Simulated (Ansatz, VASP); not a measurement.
One calculation of SrCl2, two programs

```
Sr Cl
1.0
     0.22865    3.48550    3.48550
     3.71415    0.00000    3.71415
     3.48550    3.48550    0.22865
Sr Cl
1 2
Direct
  0.00000 0.00000 0.00000
  0.25000 0.25000 0.25000
  0.75000 0.75000 0.75000
```

Change from the starting cell: strain +0.1312 x Voigt [0, 0, 0, 0, 1, 0], atoms carried along.

Alike in both runs: task single point; functional r2SCAN; k mesh 6 × 6 × 6; occupations gaussian, width 0.05 eV; no spin polarisation.

|  | VASP | Ansatz |
| --- | --- | --- |
| version | VASP 6.6.1 | Ansatz 0.2.0 |
| potentials or method | VASP PAW PBE potentials, release 64 (Sr_sv, Cl), cutoff 520 eV | scalar-relativistic, plane waves, PAW |
| valence electrons in the cell | 24 | 24 |

|  | VASP | Ansatz | Ansatz less VASP |
| --- | --- | --- | --- |
| gap on the k mesh at the Fermi level (eV) | 6.00 | 6.01 | +0.002 |
| least direct gap on the mesh (eV) | 6.06 | 6.06 | 0.000 |
| pressure (GPa) | 1.3 | 1.3 | -0.05 |
| traceless stress, the component that is largest in VASP (GPa) | -2.30 | -2.25 | +0.051 |
| rms of the force components (eV/Å) | 0.183 | 0.178 | -0.0057 |

VASP's potentials were made for PBE, not for r2SCAN. Atom by atom the forces differ by 0.006 eV/Å (rms over components).
